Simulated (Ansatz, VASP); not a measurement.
# Au in VASP and in Ansatz

```
Au
1.0
     3.05719    0.00000    0.00000
    -1.52860    2.64761    0.00000
     0.00000    0.00000    5.20023
Au
2
Direct
  0.33333 0.66667 0.25000
  0.66667 0.33333 0.75000
```

Alike in both runs: task single point; functional BLYP; k mesh 14 × 14 × 7; occupations fermi-dirac, width 0.1 eV; no spin polarisation.

```csv
,VASP,Ansatz
version,VASP 6.6.1,Ansatz 0.2.0
potentials or method,"VASP PAW PBE potentials, release 64 (Au), cutoff 520 eV","plane waves (420 eV) with PAW, scalar-relativistic"
valence electrons in the cell,22,38
```

Ansatz gave:

```
pressure (GPa)                                                : -6.1
traceless stress, the component that is largest in VASP (GPa) : 0.25
```

Problem. Estimate VASP's values.

Solution. Pressure (GPa): -5.8; traceless stress, the component that is largest in VASP (GPa): 0.18.

VASP's potentials were made for PBE, not for BLYP. With one functional, cell and mesh, what is left measures potentials, basis and numerics. VASP's potentials hold 22 valence electrons a cell and Ansatz's 38, so a difference there can come from the potentials and not from the codes.

Neither program's run includes spin-orbit coupling.
